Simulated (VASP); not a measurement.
Input of a VASP 6.6.1 run:

The input INCAR:

```
SYSTEM = BiTe
  PREC = Accurate
  ENCUT = 500
  EDIFF = 1E-6
  ISMEAR = -1
  SIGMA = 0.05
  LREAL = .False.
  LASPH = .True.
  NELM = 120
  ALGO = Normal
  ISIF = 2
  LWAVE = .False.
  LCHARG = .False.
  GGA = CA
  NBANDS = 18
  GGA_COMPAT = .False.
```

The input KPOINTS:

```
regular mesh
0
Gamma
  6 6 6
  0 0 0
```

Contents of POSCAR:

```
BiTe
1.0
    0.0000000000      3.3979463903      3.3979463903
    3.3979463903      0.0000000000      3.3979463903
    3.3979463903      3.3979463903      0.0000000000
Bi Te
1 1
Direct
    0.0000000000      0.0000000000      0.0000000000
    0.2500000000      0.2500000000      0.2500000000
```

Potentials or basis: VASP PAW LDA potentials, release 64 (Bi_d, Te).

Run with:

```sh
$ cat potpaw_LDA.64/Bi_d/POTCAR potpaw_LDA.64/Te/POTCAR > POTCAR
$ mpirun -np 1 vasp_std > vasp.out
```

**Question.** What does it give for the band gap on the k mesh?

**Answer.** Zero (an odd number of electrons rules out a gap without spin polarisation).

**Question.** Predict the pressure.

**Answer.** 5.1 GPa.

Caveat: the cell stands under pressure; spin-orbit coupling is left out, which moves the levels of the heavy elements.
